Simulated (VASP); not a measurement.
The system is Re.

```
Re
1.0
     2.53000    0.00000    0.00000
     0.00000    2.53000    0.00000
     0.00000    0.00000    2.53000
Re
1
Direct
  0.00000 0.00000 0.00000
```

- Program: VASP 6.6.1
- Task: relaxation of cell and atoms
- Functional: PBE
- Potentials or basis: VASP PAW PBE potentials, release 64 (Re_sv_GW)
- Cutoff: 500 eV
- k mesh: 8 × 8 × 8
- Occupations: fermi-dirac, width 0.1 eV
- Spin: no spin polarisation

At the start: pressure 15.0 GPa; volume 16.19 Å³/atom.

Task: Where does the relaxation end?

Result: Over 4 steps the energy falls by 37.2 meV/atom and the volume is 17.03 Å³/atom (+5.2 %); space group Pm-3m (No. 221, to 0.05 Å).

The path:
```csv
step,energy change (eV),largest force (eV/Å),pressure (GPa),volume (Å³)
1,0.0000,0.0000,15.05,16.19
2,0.2901,0.0000,-29.93,20.03
3,-0.0371,0.0000,-0.93,17.08
4,-0.0372,0.0000,-0.06,17.03
```

Final structure:
```
Re
1.0
     2.57273    0.00000    0.00000
     0.00000    2.57273    0.00000
     0.00000    0.00000    2.57273
Re
1
Direct
  0.00000 0.00000 0.00000
```
